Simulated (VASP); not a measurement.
# CsBr in VASP: single point with PBEsol+D4

Aim: the single point of CsBr with PBEsol+D4.

Everything below comes from runs of VASP 6.6.1. Logs are shortened: lines on timing, memory, paths and dates and some standing lists are left out, and cuts for length are marked.

## Step 1: The cell of the first run

The cell holds a slab with vacuum, 6 atoms: a = 6.061 Å, b = 4.286 Å, c = 22.061 Å, α = 90.00°, β = 90.00°, γ = 90.00°.

## Step 2: Single point, PBEsol+D4

INCAR reads:

```
ALGO = Normal
DIPOL = 0.5 0.5 0.500
EDIFF = 1E-6
ENCUT = 400
GGA = PS
GGA_COMPAT = False
IDIPOL = 3
ISIF = 2
ISMEAR = 1
IVDW = 13
LASPH = True
LCHARG = False
LDIPOL = True
LREAL = False
LWAVE = False
NBANDS = 33
NELM = 120
NELMDL = -8
PREC = Accurate
SIGMA = 0.02
```

KPOINTS reads:

```
k-points
0
Gamma
  3 3 1
```

POSCAR reads:

```
CsBr
1.0
    6.0613193283      0.0000000000      0.0000000000
    0.0000000000      4.2860000000      0.0000000000
    0.0000000000      0.0000000000     22.0613193283
Cs Br
3 3
Direct
    0.0000000000      0.0000000000      0.3626256382
    0.5000000000      0.0000000000      0.5000000000
    0.0000000000      0.0000000000      0.6373743618
    0.5000000000      0.5000000000      0.3626256382
    0.0000000000      0.5000000000      0.5000000000
    0.5000000000      0.5000000000      0.6373743618
```

Potentials or basis: VASP PAW PBE potentials, release 64 (Cs_sv, Br).

Started as:

```sh
$ cat potpaw_PBE.64/Cs_sv/POTCAR potpaw_PBE.64/Br/POTCAR > POTCAR
$ mpirun -np 1 vasp_std > vasp.out
```

OUTCAR:

```text
EDIFF = 1E-6
   ENCUT = 400
   GGA = PS
   ISIF = 2
   ISMEAR = 1
   IVDW = 13
   LASPH = True
   LREAL = False
   NELM = 120
   NELMDL = -8
   PREC = Accurate

 ion  position               nearest neighbor table
   1  0.000  0.000  0.363-
   2  0.500  0.000  0.500-
   3  0.000  0.000  0.637-
   4  0.500  0.500  0.363-
   5  0.000  0.500  0.500-
   6  0.500  0.500  0.637-

  LATTYP: Found a simple orthorhombic cell.
 ALAT       =     4.2860000000
 B/A-ratio  =     1.4142135624
 C/A-ratio  =     5.1472980234

  Lattice vectors:

 A1 = (   0.0000000000,  -4.2860000000,   0.0000000000)
 A2 = (   6.0613193283,   0.0000000000,   0.0000000000)
 A3 = (   0.0000000000,   0.0000000000,  22.0613193283)

Analysis of symmetry for initial positions (statically):
=====================================================================
 Subroutine PRICEL returns:
 Original cell was already a primitive cell.

 Routine SETGRP: Setting up the symmetry group for a
 simple orthorhombic supercell.

 Subroutine GETGRP returns: Found  8 space group operations
 (whereof  8 operations were pure point group operations)
 out of a pool of  8 trial point group operations.

The static configuration has the point symmetry D_2h.

Analysis of symmetry for dynamics (positions and initial velocities):
=====================================================================
 Subroutine PRICEL returns:
 Original cell was already a primitive cell.

 Routine SETGRP: Setting up the symmetry group for a
 simple orthorhombic supercell.

 Subroutine GETGRP returns: Found  8 space group operations
 (whereof  8 operations were pure point group operations)
 out of a pool of  8 trial point group operations.

The dynamic configuration has the point symmetry D_2h.

 Subroutine INISYM returns: Found  8 space group operations
 (whereof  8 operations are pure point group operations),
 and found     1 'primitive' translations

----------------------------------------------------------------------------------------

                                     Primitive cell

  volume of cell :     573.1269

  direct lattice vectors                    reciprocal lattice vectors
     6.061319328  0.000000000  0.000000000     0.164980584  0.000000000  0.000000000
     0.000000000  4.286000000  0.000000000     0.000000000  0.233317779  0.000000000
     0.000000000  0.000000000 22.061319328     0.000000000  0.000000000  0.045328205

  length of vectors
     6.061319328  4.286000000 22.061319328     0.164980584  0.233317779  0.045328205

  position of ions in fractional coordinates (direct lattice)
     0.000000000  0.000000000  0.362625638
     0.500000000  0.000000000  0.500000000
     0.000000000  0.000000000  0.637374362
     0.500000000  0.500000000  0.362625638
     0.000000000  0.500000000  0.500000000
     0.500000000  0.500000000  0.637374362

  ion indices of the primitive-cell ions
   primitive index   ion index
                 1           1
                 2           2
                 3           3
                 4           4
                 5           5
                 6           6

----------------------------------------------------------------------------------------

 KPOINTS: k-points

Automatic generation of k-mesh.
 Grid dimensions read from file:
 generate k-points for:    3    3    1

 Generating k-lattice:

  Cartesian coordinates                     Fractional coordinates (reciprocal lattice)
     0.054993528  0.000000000  0.000000000     0.333333333  0.000000000  0.000000000
     0.000000000  0.077772593  0.000000000     0.000000000  0.333333333  0.000000000
     0.000000000  0.000000000  0.045328205     0.000000000  0.000000000  1.000000000

  Length of vectors
     0.054993528  0.077772593  0.045328205

  Shift w.r.t. Gamma in fractional coordinates (k-lattice)
     0.000000000  0.000000000  0.000000000

 Subroutine IBZKPT returns following result:
 ===========================================

 Found      4 irreducible k-points:

 Following reciprocal coordinates:
            Coordinates               Weight
  0.000000  0.000000  0.000000      1.000000
  0.333333  0.000000  0.000000      2.000000
  0.000000  0.333333  0.000000      2.000000
  0.333333  0.333333  0.000000      4.000000
   k-points           NKPTS =      4   k-points in BZ     NKDIM =      4   number of bands    NBANDS=     33
   number of dos      NEDOS =    301   number of ions     NIONS =      6
   total plane-waves  NPLWV = 161280
   dimension x,y,z NGX =    40 NGY =   28 NGZ =  144
   dimension x,y,z NGXF=    80 NGYF=   56 NGZF=  288
   ions per type =               3   3
   NGX,Y,Z   is equivalent  to a cutoff of  10.97, 10.86, 10.85 a.u.
   NGXF,Y,Z  is equivalent  to a cutoff of  21.94, 21.72, 21.70 a.u.
 SYSTEM =  unknown system
   PREC   = accura    normal or accurate (medium, high low for compatibility)
   ISTART =      0    job   : 0-new  1-cont  2-samecut
   ICHARG =      2    charge: 1-file 2-atom 10-const
   ISPIN  =      1    spin polarized calculation?
   LNONCOLLINEAR =      F non collinear calculations
   LSORBIT =      F    spin-orbit coupling
   LASPH  =      T    aspherical Exc in radial PAW
   ENCUT  =  400.0 eV  29.40 Ry    5.42 a.u.   9.88  6.99 35.98*2*pi/ulx,y,z
   NELM   =    120;   NELMIN=  2; NELMDL= -8     # of ELM steps
   EDIFF  = 0.1E-05   stopping-criterion for ELM
   LREAL  =      F    real-space projection
   EDIFFG = 0.1E-04   stopping-criterion for IOM
   NSW    =      0    number of steps for IOM
   IBRION =     -1    ionic relax: 0-MD 1-quasi-New 2-CG
   NFREE  =      0    steps in history (QN), initial steepest desc. (CG)
   ISIF   =      2    stress and relaxation
   ISYM   =      2    0-nonsym 1-usesym 2-fastsym
   POTIM  = 0.5000    time-step for ionic-motion
   TEBEG  =    0.0;   TEEND  =   0.0 temperature during run
   PSTRESS=    0.0 pullay stress
   NELECT =      48.0000    total number of electrons
   NUPDOWN=      -1.0000    fix difference up-down
   EMIN   =  10.00;   EMAX   =-10.00  energy-range for DOS
   EFERMI =   0.00;   METHOD = LEGACY
   ISMEAR =     1;   SIGMA  =   0.02  broadening in eV -4-tet -1-fermi 0-gaus
   EFERMI_NEDOS =   21; number of points for ismear=-14 and -15
   IALGO  =     38    algorithm
   IMIX   =      4    mixing-type and parameters
     AMIX     =   0.40;   BMIX     =  1.00
     AMIX_MAG =   1.60;   BMIX_MAG =  1.00
  volume/ion in A,a.u.               =      95.52       644.61
  Fermi-wavevector in a.u.,A,eV,Ry     =   0.716262  1.353538  6.980205  0.513031
  Thomas-Fermi vector in A             =   1.804636
   LORBIT       =      0    0 simple, 1 ext, 2 COOP (PROOUT), +10 PAW based schemes
   GGA     = PS    functional components
   LHFCALC =     F    Hartree Fock is set to
   AEXX    =    0.0000 exact exchange contribution
   IVDW    =    13    specifies the selected vdW correction
   LEPSILON=     F    determine dielectric tensor
   LRPA    =     F    only Hartree local field effects (RPA)
 non-spin polarized calculation
 Methfessel and Paxton  Order N= 1 SIGMA  =   0.02
  energy-cutoff  :      400.00
  volume of cell :      573.13
 maximum number of plane-waves:     10438
 NGX is ok and might be reduce to    40
   NGX = 19   NGY = 13   NGZ = 71

 number of electron      47.9999999 magnetization

 dipolmoment           0.000000      0.000000      0.000000 electrons x Angstroem

 Free energy of the ion-electron system (eV)
  ---------------------------------------------------
  ext. energy  EPLUGINS =         0.00000000
  ---------------------------------------------------
  free energy    TOTEN  =       -18.50816851 eV

  energy without entropy =      -18.50829736  energy(sigma->0) =      -18.50821146

 E-fermi :  -3.0242     XC(G=0):  -3.8409

 val. band max:       -3.0410519818   @ k =   0.0000   0.0000   0.0000
 cond. band min:       0.7350265423   @ k =   0.0000   0.0000   0.0000
 fundamental gap:      3.7760785241
 Fermi energy:        -3.0242144159

 k-point     1 :       0.0000    0.0000    0.0000
  band No.  band energies     occupation
      1     -23.4316      2.00000
      2     -23.4282      2.00000
      3     -22.9673      2.00000
      4     -15.7949      2.00000
      5     -15.4259      2.00000
      6     -15.4037      2.00000
[... 25 lines left out ...]
     32       2.3577      0.00000
     33       2.7997      0.00000

 k-point     2 :       0.3333    0.0000    0.0000
  band No.  band energies     occupation
      1     -23.4284      2.00000
      2     -23.4268      2.00000
      3     -22.9677      2.00000
      4     -15.8178      2.00000
      5     -15.4542      2.00000
      6     -15.4346      2.00000
[... 25 lines left out ...]
     32       2.8630      0.00000
     33       3.1866      0.00000

 k-point     3 :       0.0000    0.3333    0.0000
  band No.  band energies     occupation
      1     -23.3956      2.00000
      2     -23.3930      2.00000
      3     -22.9312      2.00000
      4     -15.7615      2.00000
      5     -15.3814      2.00000
      6     -15.3693      2.00000
[... 25 lines left out ...]
     32       3.5548      0.00000
     33       3.6904      0.00000

 k-point     4 :       0.3333    0.3333    0.0000
  band No.  band energies     occupation
      1     -23.3933      2.00000
      2     -23.3922      2.00000
      3     -22.9321      2.00000
      4     -15.7547      2.00000
      5     -15.3808      2.00000
      6     -15.3776      2.00000
[... 25 lines left out ...]
     32       3.2847      0.00000
     33       3.6686      0.00000

------------------------ aborting loop because EDIFF is reached ----------------------------------------

 vacuum level on the upper side and lower side of the slab       (xc-potential included)        -0.085        -0.085

  DFT-D4 for vdW energy calculation

  Edisp (eV):   -0.39524

  FORCE on cell =-STRESS in cart. coord.  units (eV):
  Direction    XX          YY          ZZ          XY          YZ          ZX
  --------------------------------------------------------------------------------------
  -------------------------------------------------------------------------------------
  Total      -3.39452    -0.46868    -1.09369     0.00000     0.00000     0.00000
  in kB      -9.48938    -1.31020    -3.05742     0.00000     0.00000     0.00000
  external pressure =       -4.62 kB  Pullay stress =        0.00 kB

 VOLUME and BASIS-vectors are now :
 -----------------------------------------------------------------------------
  energy-cutoff  :      400.00
  volume of cell :      573.13
      direct lattice vectors                 reciprocal lattice vectors
     6.061319328  0.000000000  0.000000000     0.164980584  0.000000000  0.000000000
     0.000000000  4.286000000  0.000000000     0.000000000  0.233317779  0.000000000
     0.000000000  0.000000000 22.061319328     0.000000000  0.000000000  0.045328205

 POSITION                                       TOTAL-FORCE (eV/Angst)
 -----------------------------------------------------------------------------------
      0.00000      0.00000      8.00000        -0.000000     -0.000000      0.108870
      3.03066      0.00000     11.03066         0.000000     -0.000000      0.000000
      0.00000      0.00000     14.06132         0.000000     -0.000000     -0.108870
      3.03066      2.14300      8.00000         0.000000     -0.000000      0.060796
      0.00000      2.14300     11.03066         0.000000     -0.000000      0.000000
      3.03066      2.14300     14.06132         0.000000      0.000000     -0.060796
 -----------------------------------------------------------------------------------
    total drift:                                0.000000     -0.000000     -0.000000

  FREE ENERGIE OF THE ION-ELECTRON SYSTEM (eV)
  ---------------------------------------------------
  free  energy   TOTEN  =       -18.9034038922 eV

  energy  without entropy=      -18.9035327461  energy(sigma->0) =      -18.90344684

 vacuum level on the upper side and lower side of the slab         2.045         2.045
```

Run time: 2.6 min. Hardware: 1 thread of Intel Xeon 8259CL, shared host; peak memory 0.4 GiB.

What came out:

- Free energy: -18.9034 eV
- Largest force: 0.109 eV/Å
- Band gap on the k mesh: 3.78 eV
- Dispersion energy per atom: -0.066 eV

Forces in eV/Å, atoms in the order of the input:
```
Cs   0.000  0.000  0.109
Cs   0.000  0.000  0.000
Cs   0.000  0.000 -0.109
Br   0.000  0.000  0.061
Br   0.000  0.000  0.000
Br   0.000  0.000 -0.061
```

Levels at points of the mesh, in eV from the valence-band top:
```tsv
k point	band 21	band 22	band 23	band 24	band 25	band 26	band 27	band 28
(0.00, 0.00, 0.00)	-0.38	-0.34	-0.06	0.00	3.78	4.26	4.59	4.94
```

Caveat: the k points lie up to 0.49 Å⁻¹ apart; the PAW data sets were made with another functional, which shifts forces and pressure a little; spin-orbit coupling is left out, which moves the levels of the heavy elements.
